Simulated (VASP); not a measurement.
# MoRu5 (P-6m2) in VASP: notebook

Runs on MoRu5. Level: PBE. Tasks: single point.

All numbers are computed with VASP 6.6.1; they aren't measurements. Logs are shortened: lines on timing, memory, paths and dates and some standing lists are left out, and cuts for length are marked.

### Step 1. The cell of the first run

It takes space group P-6m2 (No. 187, hexagonal). The conventional cell has a = 2.680 Å, b = 2.680 Å, c = 12.790 Å, α = 90.00°, β = 90.00°, γ = 120.00°. Mo (site symmetry -6m2) has 6 Ru at 2.68 Å and 6 Mo at 2.68 Å within 3.5 Å. Ru (site symmetry -6m2) has 12 Ru at 2.60 to 2.68 Å within 3.4 Å. Ru (site symmetry 3m) has 9 Ru at 2.62 to 2.68 Å and 3 Mo at 2.68 Å within 3.5 Å. Within 3.4 Å of Ru (site symmetry 3m) lie 12 Ru at 2.60 to 2.68 Å.

### Step 2. Single point, PBE (13.26 Å³/atom)

INCAR

```
SYSTEM = MoRu5
ALGO = Fast ; EDIFF = 1E-6
ENCUT = 520 ; GGA = PE
ISIF = 2 ; ISMEAR = 0
LASPH = .True. ; LCHARG = .True.
LELF = .True. ; LREAL = .False.
LVHAR = .True. ; LWAVE = .False.
NBANDS = 51 ; NELM = 100
PREC = Accurate ; SIGMA = 0.1
```

KPOINTS

```
k-points
0
Gamma
  18 18 4
  0 0 0
```

POSCAR

```
MoRu5
1.0
    2.6801465673     -0.0000000283      0.0000000000
   -1.3400732592      2.3210750273      0.0000000000
    0.0000000000      0.0000000000     12.7903257742
Mo Ru
1 5
Direct
    0.0000000000      0.0000000000      0.5000000000
    0.3333333333      0.6666666667      0.0000000000
    0.3333333333      0.6666666667      0.3290335420
    0.3333333333      0.6666666667      0.6709664580
    0.0000000000      0.0000000000      0.8364455391
    0.0000000000      0.0000000000      0.1635544609
```

Potentials or basis: VASP PAW PBE potentials, release 64 (Mo_sv, Ru_pv).

Run with:

```
cat potpaw_PBE.64/Mo_sv/POTCAR potpaw_PBE.64/Ru_pv/POTCAR > POTCAR
mpirun -np 1 vasp_std > vasp.out
```

OUTCAR:

```text
SYSTEM = MoRu5
   EDIFF = 1E-6
   ENCUT = 520
   GGA = PE
   ISIF = 2
   ISMEAR = 0
   LASPH = .True.
   LREAL = .False.
   NELM = 100
   PREC = Accurate

 ion  position               nearest neighbor table
   1  0.000  0.000  0.500-   3 2.68   4 2.68   3 2.68   4 2.68   3 2.68   4 2.68
   2  0.333  0.667  0.000-   5 2.60   6 2.60   5 2.60   6 2.60   5 2.60   6 2.60
   3  0.333  0.667  0.329-   6 2.62   6 2.62   6 2.62   1 2.68   1 2.68   1 2.68
   4  0.333  0.667  0.671-   5 2.62   5 2.62   5 2.62   1 2.68   1 2.68   1 2.68
   5  0.000  0.000  0.836-   2 2.60   2 2.60   2 2.60   4 2.62   4 2.62   4 2.62
   6  0.000  0.000  0.164-   2 2.60   2 2.60   2 2.60   3 2.62   3 2.62   3 2.62

  LATTYP: Found a hexagonal cell.
 ALAT       =     2.6801465673
 C/A-ratio  =     4.7722486263

  Lattice vectors:

 A1 = (   2.6801465673,  -0.0000000283,   0.0000000000)
 A2 = (  -1.3400732592,   2.3210750273,   0.0000000000)
 A3 = (   0.0000000000,   0.0000000000,  12.7903257742)

Analysis of symmetry for initial positions (statically):
=====================================================================
 Subroutine PRICEL returns:
 Original cell was already a primitive cell.

 Routine SETGRP: Setting up the symmetry group for a
 hexagonal supercell.

 Subroutine GETGRP returns: Found 12 space group operations
 (whereof 12 operations were pure point group operations)
 out of a pool of 24 trial point group operations.

The static configuration has the point symmetry D_3h.

Analysis of symmetry for dynamics (positions and initial velocities):
=====================================================================
 Subroutine PRICEL returns:
 Original cell was already a primitive cell.

 Routine SETGRP: Setting up the symmetry group for a
 hexagonal supercell.

 Subroutine GETGRP returns: Found 12 space group operations
 (whereof 12 operations were pure point group operations)
 out of a pool of 24 trial point group operations.

The dynamic configuration has the point symmetry D_3h.

 Subroutine INISYM returns: Found 12 space group operations
 (whereof 12 operations are pure point group operations),
 and found     1 'primitive' translations

----------------------------------------------------------------------------------------

                                     Primitive cell

  volume of cell :      79.5663

  direct lattice vectors                    reciprocal lattice vectors
     2.680146567 -0.000000028  0.000000000     0.373113925  0.215417420  0.000000000
    -1.340073259  2.321075027  0.000000000     0.000000005  0.430834848  0.000000000
     0.000000000  0.000000000 12.790325774     0.000000000  0.000000000  0.078184091

  length of vectors
     2.680146567  2.680146567 12.790325774     0.430834848  0.430834848  0.078184091

  position of ions in fractional coordinates (direct lattice)
     0.000000000  0.000000000  0.500000000
     0.333333333  0.666666667  0.000000000
     0.333333333  0.666666667  0.329033542
     0.333333333  0.666666667  0.670966458
     0.000000000  0.000000000  0.836445539
     0.000000000  0.000000000  0.163554461

  ion indices of the primitive-cell ions
   primitive index   ion index
                 1           1
                 2           2
                 3           3
                 4           4
                 5           5
                 6           6

----------------------------------------------------------------------------------------

 KPOINTS: k-points

Automatic generation of k-mesh.
 Grid dimensions read from file:
 generate k-points for:   18   18    4

 Generating k-lattice:

  Cartesian coordinates                     Fractional coordinates (reciprocal lattice)
     0.020728551  0.011967634  0.000000000     0.055555556 -0.000000000  0.000000000
     0.000000000  0.023935269  0.000000000     0.000000000  0.055555556  0.000000000
     0.000000000  0.000000000  0.019546023     0.000000000  0.000000000  0.250000000

  Length of vectors
     0.023935269  0.023935269  0.019546023

  Shift w.r.t. Gamma in fractional coordinates (k-lattice)
     0.000000000  0.000000000  0.000000000

 Subroutine IBZKPT returns following result:
 ===========================================

 Found    111 irreducible k-points:

 Following reciprocal coordinates:
            Coordinates               Weight
  0.000000  0.000000  0.000000      1.000000
  0.055556  0.000000  0.000000      6.000000
  0.111111  0.000000  0.000000      6.000000
  0.166667  0.000000  0.000000      6.000000
  0.222222  0.000000  0.000000      6.000000
  0.277778  0.000000  0.000000      6.000000
[... 16 lines left out ...]
  0.333333  0.111111  0.000000     12.000000
  0.388889  0.111111  0.000000     12.000000
 [... further k-points ...]
   k-points           NKPTS =    111   k-points in BZ     NKDIM =    111   number of bands    NBANDS=     51
   number of dos      NEDOS =    301   number of ions     NIONS =      6
   total plane-waves  NPLWV =  38400
   dimension x,y,z NGX =    20 NGY =   20 NGZ =   96
   dimension x,y,z NGXF=    40 NGYF=   40 NGZF=  192
   ions per type =               1   5
   NGX,Y,Z   is equivalent  to a cutoff of  12.41, 12.41, 12.48 a.u.
   NGXF,Y,Z  is equivalent  to a cutoff of  24.81, 24.81, 24.96 a.u.
 SYSTEM =  MoRu5
   PREC   = accura    normal or accurate (medium, high low for compatibility)
   ISTART =      0    job   : 0-new  1-cont  2-samecut
   ICHARG =      2    charge: 1-file 2-atom 10-const
   ISPIN  =      1    spin polarized calculation?
   LNONCOLLINEAR =      F non collinear calculations
   LSORBIT =      F    spin-orbit coupling
   LASPH  =      T    aspherical Exc in radial PAW
   ENCUT  =  520.0 eV  38.22 Ry    6.18 a.u.   4.98  4.98 23.78*2*pi/ulx,y,z
   NELM   =    100;   NELMIN=  2; NELMDL= -5     # of ELM steps
   EDIFF  = 0.1E-05   stopping-criterion for ELM
   LREAL  =      F    real-space projection
   EDIFFG = 0.1E-04   stopping-criterion for IOM
   NSW    =      0    number of steps for IOM
   IBRION =     -1    ionic relax: 0-MD 1-quasi-New 2-CG
   NFREE  =      0    steps in history (QN), initial steepest desc. (CG)
   ISIF   =      2    stress and relaxation
   ISYM   =      2    0-nonsym 1-usesym 2-fastsym
   POTIM  = 0.5000    time-step for ionic-motion
   TEBEG  =    0.0;   TEEND  =   0.0 temperature during run
   PSTRESS=    0.0 pullay stress
   NELECT =      84.0000    total number of electrons
   NUPDOWN=      -1.0000    fix difference up-down
   EMIN   =  10.00;   EMAX   =-10.00  energy-range for DOS
   EFERMI =   0.00;   METHOD = LEGACY
   ISMEAR =     0;   SIGMA  =   0.10  broadening in eV -4-tet -1-fermi 0-gaus
   EFERMI_NEDOS =   21; number of points for ismear=-14 and -15
   IALGO  =     68    algorithm
   IMIX   =      4    mixing-type and parameters
     AMIX     =   0.40;   BMIX     =  1.00
     AMIX_MAG =   1.60;   BMIX_MAG =  1.00
  volume/ion in A,a.u.               =      13.26        89.49
  Fermi-wavevector in a.u.,A,eV,Ry     =   1.666959  3.150095 37.807203  2.778751
  Thomas-Fermi vector in A             =   2.753064
   LORBIT       =      0    0 simple, 1 ext, 2 COOP (PROOUT), +10 PAW based schemes
   GGA     = PE    functional components
   LHFCALC =     F    Hartree Fock is set to
   AEXX    =    0.0000 exact exchange contribution
   IVDW    =     0    specifies the selected vdW correction
   LEPSILON=     F    determine dielectric tensor
   LRPA    =     F    only Hartree local field effects (RPA)
 non-spin polarized calculation
 RMM-DIIS sequential band-by-band and
 Gauss-broadening in eV      SIGMA  =   0.10
  energy-cutoff  :      520.00
  volume of cell :       79.57
 maximum number of plane-waves:      2187
 NGX is ok and might be reduce to    20
   NGX =  9   NGY =  9   NGZ = 47

 number of electron      83.9999993 magnetization

 Free energy of the ion-electron system (eV)
  ---------------------------------------------------
  ext. energy  EPLUGINS =         0.00000000
  ---------------------------------------------------
  free energy    TOTEN  =       -56.61794311 eV

  energy without entropy =      -56.59133725  energy(sigma->0) =      -56.60464018

 E-fermi :  13.5338     XC(G=0): -14.2773

 val. band max:       13.5281431307   @ k =   0.2222   0.0556   0.5000
 cond. band min:      13.5352833221   @ k =   0.3889   0.0556   0.5000
 fundamental gap:      0.0071401914
 Fermi energy:        13.5338039230

 k-point     1 :       0.0000    0.0000    0.0000
  band No.  band energies     occupation
      1     -47.2109      2.00000
      2     -30.2015      2.00000
      3     -29.8281      2.00000
      4     -29.4903      2.00000
      5     -29.2415      2.00000
      6     -29.2415      2.00000
[... 43 lines left out ...]
     50      14.8817      0.00000
     51      15.0572      0.00000

 k-point     2 :       0.0556    0.0000    0.0000
  band No.  band energies     occupation
      1     -47.2026      2.00000
      2     -30.1917      2.00000
      3     -29.8251      2.00000
      4     -29.4954      2.00000
      5     -29.2635      2.00000
      6     -29.2494      2.00000
[... 43 lines left out ...]
     50      14.8040      0.00000
     51      15.1237      0.00000

 k-point     3 :       0.1111    0.0000    0.0000
  band No.  band energies     occupation
      1     -47.1786      2.00000
      2     -30.1634      2.00000
      3     -29.8185      2.00000
      4     -29.5155      2.00000
      5     -29.3256      2.00000
      6     -29.2719      2.00000
[... 43 lines left out ...]
     50      14.8629      0.00000
     51      14.9907      0.00000
[... 1027 lines left out ...]
 k-point    23 :       0.3333    0.1111    0.0000
  band No.  band energies     occupation
      1     -46.9515      2.00000
      2     -30.0588      2.00000
      3     -30.0534      2.00000
      4     -29.8785      2.00000
      5     -29.7724      2.00000
      6     -29.6557      2.00000
[... 43 lines left out ...]
     50      16.4605      0.00000
     51      16.8110      0.00000

 k-point    24 :       0.3889    0.1111    0.0000
  band No.  band energies     occupation
      1     -46.9278      2.00000
      2     -30.1123      2.00000
      3     -30.0932      2.00000
      4     -29.9322      2.00000
      5     -29.7755      2.00000
      6     -29.6982      2.00000
[... 43 lines left out ...]
     50      17.4889      0.00000
     51      17.5050      0.00000

 [... further k-points ...]

------------------------ aborting loop because EDIFF is reached ----------------------------------------

  FORCE on cell =-STRESS in cart. coord.  units (eV):
  Direction    XX          YY          ZZ          XY          YZ          ZX
  --------------------------------------------------------------------------------------
  -------------------------------------------------------------------------------------
  Total       10.6645440     10.6645440     10.6739811     -0.0000000      0.0000000     -0.0000000
  in kB      214.7452388    214.7452388    214.9352686     -0.0000000      0.0000000     -0.0000000
  external PRESSURE =     214.8085821 kB  Pullay stress =       0.0000000 kB

 VOLUME and BASIS-vectors are now :
 -----------------------------------------------------------------------------
  energy-cutoff  :      520.00
  volume of cell :       79.57
      direct lattice vectors                 reciprocal lattice vectors
     2.680146567 -0.000000028  0.000000000     0.373113925  0.215417420  0.000000000
    -1.340073259  2.321075027  0.000000000     0.000000005  0.430834848  0.000000000
     0.000000000  0.000000000 12.790325774     0.000000000  0.000000000  0.078184091

 POSITION                                       TOTAL-FORCE (eV/Angst)
 -----------------------------------------------------------------------------------
      0.00000      0.00000      6.39516        -0.000000      0.000000      0.000000
      0.00000      1.54738      0.00000         0.000000     -0.000000      0.000000
      0.00000      1.54738      4.20845        -0.000000      0.000000     -0.016597
      0.00000      1.54738      8.58188        -0.000000      0.000000      0.016597
      0.00000      0.00000     10.69841        -0.000000      0.000000     -0.002331
      0.00000      0.00000      2.09191        -0.000000      0.000000      0.002331
 -----------------------------------------------------------------------------------
    total drift:                                0.000001     -0.000001     -0.000000

  FREE ENERGIE OF THE ION-ELECTRON SYSTEM (eV)
  ---------------------------------------------------
  free  energy   TOTEN  =       -56.6179431102 eV

  energy  without entropy=      -56.5913372471  energy(sigma->0) =      -56.60464018
```

It took 9.6 min on 1 thread of Intel Xeon 8259CL, shared host; peak memory 0.44 GiB.

Results:

```
Free energy            : -56.6179 eV
Pressure               : 21.5 GPa
Largest force          : 0.017 eV/Å
Band gap on the k mesh : zero (bands 42 and 43 overlap by 2.78 eV)
```

Forces on the atoms (eV/Å):
```
Mo   0.000  0.000  0.000
Ru   0.000  0.000  0.000
Ru   0.000  0.000 -0.017
Ru   0.000  0.000  0.017
Ru   0.000  0.000 -0.002
Ru   0.000  0.000  0.002
```

Caveat: the cell stands under pressure.

### Step 3. Single point, PBE (13.68 Å³/atom)

This run uses another cell than the first one, of 13.68 Å³/atom.

INCAR

```
ALGO = Fast
EDIFF = 1E-6
ENCUT = 520
GGA = PE
ISIF = 2
ISMEAR = 0
LASPH = T
LCHARG = T
LELF = T
LREAL = F
LVHAR = T
LWAVE = F
NBANDS = 51
NELM = 60
PREC = Accurate
SIGMA = 0.1
```

KPOINTS

```
k-points
0
Gamma
  18 18 4
```

POSCAR

```
MoRu5
1.0
    2.7094876723     -0.0000000286      0.0000000000
   -1.3547438114      2.3464851698      0.0000000000
    0.0000000000      0.0000000000     12.9142210960
Mo Ru
1 5
Direct
    0.0000000000      0.0000000000      0.5000000000
    0.3333333333      0.6666666667      0.0000000000
    0.3333333333      0.6666666667      0.3288717768
    0.3333333333      0.6666666667      0.6711282232
    0.0000000000      0.0000000000      0.8365920241
    0.0000000000      0.0000000000      0.1634079759
```

Potentials or basis: VASP PAW PBE potentials, release 64 (Mo_sv, Ru_pv).

Run with:

```
cat potpaw_PBE.64/Mo_sv/POTCAR potpaw_PBE.64/Ru_pv/POTCAR > POTCAR
mpirun -np 1 vasp_std > vasp.out
```

Wall time 9.6 min (1 thread of Intel Xeon 8259CL, shared host); peak memory 0.46 GiB.

The run converged. Its results:

| Item | Value |
| --- | --- |
| Free energy | -56.8654 eV |
| Pressure | 9.8 GPa |
| Largest force | 0.016 eV/Å |
| Band gap on the k mesh | zero (bands 42 and 43 overlap by 2.62 eV) |

Forces in eV/Å, atoms in the order of the input:
```
Mo   0.000  0.000  0.000
Ru   0.000  0.000  0.000
Ru   0.000  0.000 -0.016
Ru   0.000  0.000  0.016
Ru   0.000  0.000 -0.002
Ru   0.000  0.000  0.002
```

Levels at points of the mesh, in eV from the Fermi level:
```csv
k point,band 37,band 38,band 39,band 40,band 41,band 42,band 43,band 44,band 45,band 46
"(0.00, 0.00, 0.00)",-2.05,-2.05,-1.27,-1.20,-1.20,-1.05,-0.99,-0.99,0.06,0.06
"(0.50, 0.00, 0.00)",-0.88,-0.39,0.30,0.87,1.42,1.63,1.71,1.88,1.90,1.94
"(0.00, 0.00, 0.50)",-2.02,-2.02,-1.87,-1.21,-1.21,-0.72,-0.72,-0.50,-0.50,0.54
"(0.50, 0.00, 0.50)",-0.42,0.07,0.24,0.64,1.02,1.38,1.39,1.66,1.71,1.89
```

Caveat: the cell stands under pressure.
